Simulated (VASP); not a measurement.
A run of VASP 6.6.1 is set up as follows.

INCAR

```
  ALGO = Normal
  EDIFF = 1E-6
  ENCUT = 520
  GGA = PE
  ISIF = 2
  ISMEAR = 0
  IVDW = 12
  LASPH = T
  LCHARG = T
  LELF = T
  LREAL = F
  LVHAR = T
  LWAVE = F
  NBANDS = 11
  NELM = 100
  PREC = Accurate
  SIGMA = 0.15
```

Contents of KPOINTS:

```
k-points
0
Gamma
  21 21 12
```

File POSCAR:

```
C
1.0
    2.5262765552      0.0000000000      0.0000000000
   -1.2631382776      2.1878196737      0.0000000000
    0.0000000000      0.0000000000      3.6612690175
C
2
Direct
    0.3380183630      0.6760367259      0.0000000000
    0.6619816370      0.3239632741      0.0000000000
```

Potentials or basis: VASP PAW PBE potentials, release 64 (C).

Run with:

```bash
$ cat potpaw_PBE.64/C/POTCAR > POTCAR
$ mpirun -np 1 vasp_std > vasp.out
```

Problem. Estimate the largest force.

Solution. 1.915 eV/Å.

Problem. Predict the pressure.

Solution. -16.6 GPa.

Forces on the atoms (eV/Å):
```
C    0.000 -1.915  0.000
C    0.000  1.915  0.000
```

Caveat: the cell differs from its parent crystal (atoms displaced along a vibrational mode, the cell strained); the cell stands under tension; forces of over 1 eV/Å act on the atoms, so gaps and moduli don't describe the material at rest.
